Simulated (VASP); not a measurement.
# MgO (nc) (Fm-3m) in VASP: a series of runs

The runs below take MgO (nc) through single point, relaxation of cell and atoms, with PBE.

Everything below comes from runs of VASP 6.6.1. Logs are shortened: lines on timing, memory, paths and dates and some standing lists are left out, and cuts for length are marked.

### Step 1. The cell of the first run

The structure is cubic, space group Fm-3m (No. 225). Conventional cell: a = 4.217 Å, b = 4.217 Å, c = 4.217 Å, α = 90.00°, β = 90.00°, γ = 90.00°. Within 2.8 Å of Mg (site symmetry m-3m) lie 6 O at 2.11 Å. O (site symmetry m-3m) has 6 Mg at 2.11 Å within 2.8 Å.

### Step 2. Single point, PBE

File INCAR:

```
SYSTEM = MgO
  PREC = Accurate
  ENCUT = 600
  EDIFF = 1E-6
  ISMEAR = 0
  SIGMA = 0.02
  LREAL = .FALSE.
  LASPH = .TRUE.
  NELM = 120
  ALGO = Normal
  ISIF = 2
  LWAVE = .FALSE.
  LCHARG = .FALSE.
  GGA = PE
  NBANDS = 11
  GGA_COMPAT = .FALSE.
```

File KPOINTS:

```
regular mesh
0
G
  10 10 10
  0 0 0
```

File POSCAR:

```
MgO
1.0
    0.0000000000      2.1082638958      2.1082638958
    2.1082638958      0.0000000000      2.1082638958
    2.1082638958      2.1082638958      0.0000000000
Mg O
1 1
Direct
    0.0000000000      0.0000000000      0.0000000000
    0.5000000000      0.5000000000      0.5000000000
```

Potentials or basis: VASP PAW PBE potentials, release 64 (Mg, O).

The run is started by

```sh
$ cat potpaw_PBE.64/Mg/POTCAR potpaw_PBE.64/O/POTCAR > POTCAR
$ mpirun -np 1 vasp_std > vasp.out
```

OUTCAR:

```text
SYSTEM = MgO
   PREC = Accurate
   ENCUT = 600
   EDIFF = 1E-6
   ISMEAR = 0
   LREAL = .FALSE.
   LASPH = .TRUE.
   NELM = 120
   ISIF = 2
   GGA = PE

 ion  position               nearest neighbor table
   1  0.000  0.000  0.000-   2 2.11   2 2.11   2 2.11   2 2.11   2 2.11   2 2.11
   2  0.500  0.500  0.500-   1 2.11   1 2.11   1 2.11   1 2.11   1 2.11   1 2.11

  LATTYP: Found a face centered cubic cell.
 ALAT       =     4.2165277916

  Lattice vectors:

 A1 = (   0.0000000000,   2.1082638958,   2.1082638958)
 A2 = (   2.1082638958,   0.0000000000,   2.1082638958)
 A3 = (   2.1082638958,   2.1082638958,   0.0000000000)

Analysis of symmetry for initial positions (statically):
=====================================================================
 Subroutine PRICEL returns:
 Original cell was already a primitive cell.

 Routine SETGRP: Setting up the symmetry group for a
 face centered cubic supercell.

 Subroutine GETGRP returns: Found 48 space group operations
 (whereof 48 operations were pure point group operations)
 out of a pool of 48 trial point group operations.

The static configuration has the point symmetry O_h .

Analysis of symmetry for dynamics (positions and initial velocities):
=====================================================================
 Subroutine PRICEL returns:
 Original cell was already a primitive cell.

 Routine SETGRP: Setting up the symmetry group for a
 face centered cubic supercell.

 Subroutine GETGRP returns: Found 48 space group operations
 (whereof 48 operations were pure point group operations)
 out of a pool of 48 trial point group operations.

The dynamic configuration has the point symmetry O_h .

 Subroutine INISYM returns: Found 48 space group operations
 (whereof 48 operations are pure point group operations),
 and found     1 'primitive' translations

----------------------------------------------------------------------------------------

                                     Primitive cell

  volume of cell :      18.7415

  direct lattice vectors                    reciprocal lattice vectors
     0.000000000  2.108263896  2.108263896    -0.237161961  0.237161961  0.237161961
     2.108263896  0.000000000  2.108263896     0.237161961 -0.237161961  0.237161961
     2.108263896  2.108263896  0.000000000     0.237161961  0.237161961 -0.237161961

  length of vectors
     2.981535395  2.981535395  2.981535395     0.410776566  0.410776566  0.410776566

  position of ions in fractional coordinates (direct lattice)
     0.000000000  0.000000000  0.000000000
     0.500000000  0.500000000  0.500000000

  ion indices of the primitive-cell ions
   primitive index   ion index
                 1           1
                 2           2

----------------------------------------------------------------------------------------

 KPOINTS: regular mesh

Automatic generation of k-mesh.
 Grid dimensions read from file:
 generate k-points for:   10   10   10

 Generating k-lattice:

  Cartesian coordinates                     Fractional coordinates (reciprocal lattice)
    -0.023716196  0.023716196  0.023716196     0.100000000  0.000000000  0.000000000
     0.023716196 -0.023716196  0.023716196     0.000000000  0.100000000  0.000000000
     0.023716196  0.023716196 -0.023716196     0.000000000  0.000000000  0.100000000

  Length of vectors
     0.041077657  0.041077657  0.041077657

  Shift w.r.t. Gamma in fractional coordinates (k-lattice)
     0.000000000  0.000000000  0.000000000

 Subroutine IBZKPT returns following result:
 ===========================================

 Found     47 irreducible k-points:

 Following reciprocal coordinates:
            Coordinates               Weight
  0.000000  0.000000  0.000000      1.000000
  0.100000  0.000000  0.000000      8.000000
  0.200000  0.000000  0.000000      8.000000
  0.300000  0.000000  0.000000      8.000000
  0.400000  0.000000  0.000000      8.000000
  0.500000  0.000000  0.000000      4.000000
[... 16 lines left out ...]
  0.300000  0.300000  0.000000      6.000000
  0.400000  0.300000  0.000000     24.000000
 [... further k-points ...]
   k-points           NKPTS =     47   k-points in BZ     NKDIM =     47   number of bands    NBANDS=     11
   number of dos      NEDOS =    301   number of ions     NIONS =      2
   total plane-waves  NPLWV =  13824
   dimension x,y,z NGX =    24 NGY =   24 NGZ =   24
   dimension x,y,z NGXF=    48 NGYF=   48 NGZF=   48
   ions per type =               1   1
   NGX,Y,Z   is equivalent  to a cutoff of  13.38, 13.38, 13.38 a.u.
   NGXF,Y,Z  is equivalent  to a cutoff of  26.76, 26.76, 26.76 a.u.
 SYSTEM =  MgO
   PREC   = accura    normal or accurate (medium, high low for compatibility)
   ISTART =      0    job   : 0-new  1-cont  2-samecut
   ICHARG =      2    charge: 1-file 2-atom 10-const
   ISPIN  =      1    spin polarized calculation?
   LNONCOLLINEAR =      F non collinear calculations
   LSORBIT =      F    spin-orbit coupling
   LASPH  =      T    aspherical Exc in radial PAW
   ENCUT  =  600.0 eV  44.10 Ry    6.64 a.u.   5.95  5.95  5.95*2*pi/ulx,y,z
   NELM   =    120;   NELMIN=  2; NELMDL= -5     # of ELM steps
   EDIFF  = 0.1E-05   stopping-criterion for ELM
   LREAL  =      F    real-space projection
   EDIFFG = 0.1E-04   stopping-criterion for IOM
   NSW    =      0    number of steps for IOM
   IBRION =     -1    ionic relax: 0-MD 1-quasi-New 2-CG
   NFREE  =      0    steps in history (QN), initial steepest desc. (CG)
   ISIF   =      2    stress and relaxation
   ISYM   =      2    0-nonsym 1-usesym 2-fastsym
   POTIM  = 0.5000    time-step for ionic-motion
   TEBEG  =    0.0;   TEEND  =   0.0 temperature during run
   PSTRESS=    0.0 pullay stress
   NELECT =       8.0000    total number of electrons
   NUPDOWN=      -1.0000    fix difference up-down
   EMIN   =  10.00;   EMAX   =-10.00  energy-range for DOS
   EFERMI =   0.00;   METHOD = LEGACY
   ISMEAR =     0;   SIGMA  =   0.02  broadening in eV -4-tet -1-fermi 0-gaus
   EFERMI_NEDOS =   21; number of points for ismear=-14 and -15
   IALGO  =     38    algorithm
   IMIX   =      4    mixing-type and parameters
     AMIX     =   0.40;   BMIX     =  1.00
     AMIX_MAG =   1.60;   BMIX_MAG =  1.00
  volume/ion in A,a.u.               =       9.37        63.24
  Fermi-wavevector in a.u.,A,eV,Ry     =   1.232641  2.329353 20.672736  1.519403
  Thomas-Fermi vector in A             =   2.367403
   LORBIT       =      0    0 simple, 1 ext, 2 COOP (PROOUT), +10 PAW based schemes
   GGA     = PE    functional components
   LHFCALC =     F    Hartree Fock is set to
   AEXX    =    0.0000 exact exchange contribution
   IVDW    =     0    specifies the selected vdW correction
   LEPSILON=     F    determine dielectric tensor
   LRPA    =     F    only Hartree local field effects (RPA)
 non-spin polarized calculation
 Gauss-broadening in eV      SIGMA  =   0.02
  energy-cutoff  :      600.00
  volume of cell :       18.74
 maximum number of plane-waves:       636
   NGX = 11   NGY = 11   NGZ = 11

 number of electron       8.0000005 magnetization

 Free energy of the ion-electron system (eV)
  ---------------------------------------------------
  ext. energy  EPLUGINS =         0.00000000
  ---------------------------------------------------
  free energy    TOTEN  =       -11.91042811 eV

  energy without entropy =      -11.91042811  energy(sigma->0) =      -11.91042811

 E-fermi :   3.2729     XC(G=0): -11.0632

 val. band max:        3.1611914890   @ k =   0.0000   0.0000   0.0000
 cond. band min:       7.8580052684   @ k =   0.0000   0.0000   0.0000
 fundamental gap:      4.6968137795
 Fermi energy:         3.2729340547

 k-point     1 :       0.0000    0.0000    0.0000
  band No.  band energies     occupation
      1     -14.0850      2.00000
      2       3.1612      2.00000
      3       3.1612      2.00000
      4       3.1612      2.00000
      5       7.8580      0.00000
      6      18.9454      0.00000
      7      18.9454      0.00000
      8      18.9454      0.00000
      9      22.8525      0.00000
     10      24.6244      0.00000
     11      24.6244      0.00000

 k-point     2 :       0.1000    0.0000    0.0000
  band No.  band energies     occupation
      1     -13.9801      2.00000
      2       2.5100      2.00000
      3       3.0940      2.00000
      4       3.0940      2.00000
      5       8.4870      0.00000
      6      17.6965      0.00000
      7      19.1842      0.00000
      8      19.1842      0.00000
      9      23.8916      0.00000
     10      23.8916      0.00000
     11      24.5034      0.00000

 k-point     3 :       0.2000    0.0000    0.0000
  band No.  band energies     occupation
      1     -13.6914      2.00000
      2       1.1926      2.00000
      3       2.9237      2.00000
      4       2.9237      2.00000
      5       9.6836      0.00000
      6      16.1827      0.00000
      7      19.6639      0.00000
      8      19.6639      0.00000
      9      23.1990      0.00000
     10      23.1990      0.00000
     11      25.3761      0.00000

 k-point     4 :       0.3000    0.0000    0.0000
  band No.  band energies     occupation
      1     -13.3016      2.00000
      2      -0.1239      2.00000
      3       2.7239      2.00000
      4       2.7239      2.00000
      5      10.6238      0.00000
      6      15.4886      0.00000
      7      19.7735      0.00000
      8      19.7735      0.00000
      9      23.6452      0.00000
     10      23.6452      0.00000
     11      24.7600      0.00000

 k-point     5 :       0.4000    0.0000    0.0000
  band No.  band energies     occupation
      1     -12.9528      2.00000
      2      -1.0853      2.00000
      3       2.5693      2.00000
      4       2.5693      2.00000
      5      10.9870      0.00000
      6      15.5677      0.00000
      7      19.5551      0.00000
      8      19.5551      0.00000
      9      24.2052      0.00000
     10      24.8956      0.00000
     11      24.8956      0.00000
[... 211 lines left out ...]
 k-point    21 :      -0.3000    0.2000    0.0000
  band No.  band energies     occupation
      1     -12.8748      2.00000
      2      -0.4974      2.00000
      3       1.3621      2.00000
      4       2.5120      2.00000
      5      12.4037      0.00000
      6      15.0704      0.00000
      7      17.3158      0.00000
      8      20.4584      0.00000
      9      23.4082      0.00000
     10      24.2068      0.00000
     11      28.1808      0.00000

 k-point    22 :      -0.2000    0.2000    0.0000
  band No.  band energies     occupation
      1     -13.1859      2.00000
      2       0.0725      2.00000
      3       1.8308      2.00000
      4       2.7204      2.00000
      5      11.5764      0.00000
      6      15.0512      0.00000
      7      18.2376      0.00000
      8      20.9185      0.00000
      9      21.6172      0.00000
     10      24.4889      0.00000
     11      27.9420      0.00000

 k-point    23 :       0.3000    0.3000    0.0000
  band No.  band energies     occupation
      1     -13.1007      2.00000
      2       0.0190      2.00000
      3       2.2276      2.00000
      4       2.2276      2.00000
      5      11.9808      0.00000
      6      13.5901      0.00000
      7      17.5574      0.00000
      8      21.0600      0.00000
      9      21.0600      0.00000
     10      27.2721      0.00000
     11      30.4751      0.00000

 k-point    24 :       0.4000    0.3000    0.0000
  band No.  band energies     occupation
      1     -12.8551      2.00000
      2      -0.4032      2.00000
      3       1.8631      2.00000
      4       2.0809      2.00000
      5      12.7044      0.00000
      6      13.3315      0.00000
      7      16.7306      0.00000
      8      21.2986      0.00000
      9      21.5043      0.00000
     10      28.0109      0.00000
     11      30.0752      0.00000

 [... further k-points ...]
[... 5 lines left out ...]
  --------------------------------------------------------------------------------------
  -------------------------------------------------------------------------------------
  Total        0.3699759      0.3699759      0.3699759     -0.0000000     -0.0000000      0.0000000
  in kB       31.6285400     31.6285400     31.6285400     -0.0000000     -0.0000000      0.0000000
  external PRESSURE =      31.6285400 kB  Pullay stress =       0.0000000 kB

 VOLUME and BASIS-vectors are now :
 -----------------------------------------------------------------------------
  energy-cutoff  :      600.00
  volume of cell :       18.74
      direct lattice vectors                 reciprocal lattice vectors
     0.000000000  2.108263896  2.108263896    -0.237161961  0.237161961  0.237161961
     2.108263896  0.000000000  2.108263896     0.237161961 -0.237161961  0.237161961
     2.108263896  2.108263896  0.000000000     0.237161961  0.237161961 -0.237161961

 POSITION                                       TOTAL-FORCE (eV/Angst)
 -----------------------------------------------------------------------------------
      0.00000      0.00000      0.00000        -0.000000     -0.000000     -0.000000
      2.10826      2.10826      2.10826         0.000000      0.000000      0.000000
 -----------------------------------------------------------------------------------
    total drift:                               -0.000000     -0.000000      0.000000

  FREE ENERGIE OF THE ION-ELECTRON SYSTEM (eV)
  ---------------------------------------------------
  free  energy   TOTEN  =       -11.9104281052 eV

  energy  without entropy=      -11.9104281052  energy(sigma->0) =      -11.91042811
```

Run time: 5 s. Hardware: 1 thread of Intel Xeon 6975P-C (Granite Rapids), shared host; peak memory 0.14 GiB.

What came out:

| Property | Result |
| --- | --- |
| Free energy | -11.9104 eV |
| Pressure | 3.2 GPa |
| Band gap on the k mesh | 4.70 eV, direct |

Expect the measured gap to be larger: semilocal functionals such as PBE lack the derivative discontinuity.

### Step 3. Relaxation of cell and atoms, PBE, target pressure 4.3 GPa, at which the enthalpy is minimised

File INCAR:

```
PREC = Accurate
ENCUT = 600
EDIFF = 1E-7
ISMEAR = 0
SIGMA = 0.02
LREAL = F
LASPH = T
NELM = 120
ALGO = Normal
ISIF = 3
LWAVE = F
LCHARG = F
GGA = PE
IBRION = 2
NSW = 100
EDIFFG = -0.002
PSTRESS = 43.0
GGA_COMPAT = F
NELMIN = 4
```

File KPOINTS:

```
Automatic mesh
0
Gamma
  10 10 10
```

File POSCAR:

```
MgO
1.0
    0.0000000000      2.1085000000      2.1085000000
    2.1085000000      0.0000000000      2.1085000000
    2.1085000000      2.1085000000      0.0000000000
Mg O
1 1
Direct
    0.0000000000      0.0000000000      0.0000000000
    0.5000000000      0.5000000000      0.5000000000
```

Potentials or basis: VASP PAW PBE potentials, release 64 (Mg, O).

The run is started by

```sh
$ cat potpaw_PBE.64/Mg/POTCAR potpaw_PBE.64/O/POTCAR > POTCAR
$ mpirun -np 1 vasp_std > vasp.out
```

Wall time 7.3 s (1 thread of Intel Xeon 6975P-C (Granite Rapids), shared host); peak memory 0.15 GiB.

Results (log left out):

```yaml
Free_energy: -11.9075 eV
Relaxed_volume: 9.31 Å³/atom
Relaxed_cell: a = 2.975 Å, b = 2.975 Å, c = 2.975 Å, α = 60.00°, β = 60.00°, γ = 60.00°
Space_group_after_relaxing_to_0.05_Å: Fm-3m (No. 225)
Energy_change_on_relaxing_the_enthalpy_is_what_falls: +1.5 meV/atom
Ionic_steps: 3
Pressure_after_relaxing: 4.3 GPa
Band_gap_on_the_k_mesh: 4.76 eV, direct
```

The path:
```csv
step,energy change (eV),largest force (eV/Å),pressure (GPa),volume (Å³)
1,0.0000,0.0000,3.12,18.75
2,0.0046,0.0000,4.80,18.56
3,0.0031,0.0000,4.30,18.62
```

Final structure:
```xyz
2
Lattice="0.0000 2.1035 2.1035 2.1035 0.0000 2.1035 2.1035 2.1035 0.0000" Properties=species:S:1:pos:R:3 pbc="T T T"
Mg    0.0000    0.0000    0.0000
O     2.1035    2.1035    2.1035
```

Levels at points of the mesh, in eV from the valence-band top:
```
           k point  band 1  band 2  band 3  band 4  band 5  band 6  band 7  band 8
(0.00, 0.00, 0.00)  -17.28    0.00    0.00    0.00    4.76   15.82   15.82   15.82
(0.50, 0.00, 0.00)  -15.99   -4.63   -0.66   -0.66    7.92   12.65   16.35   16.35
(0.50, 0.50, 0.00)  -15.73   -4.10   -1.35   -1.35    9.13   10.01   13.14   19.03
```

Caveat: the cell is relaxed towards a set pressure, so the enthalpy falls and the energy may rise. A hybrid or GW would open this gap; PBE tends to underestimate it.
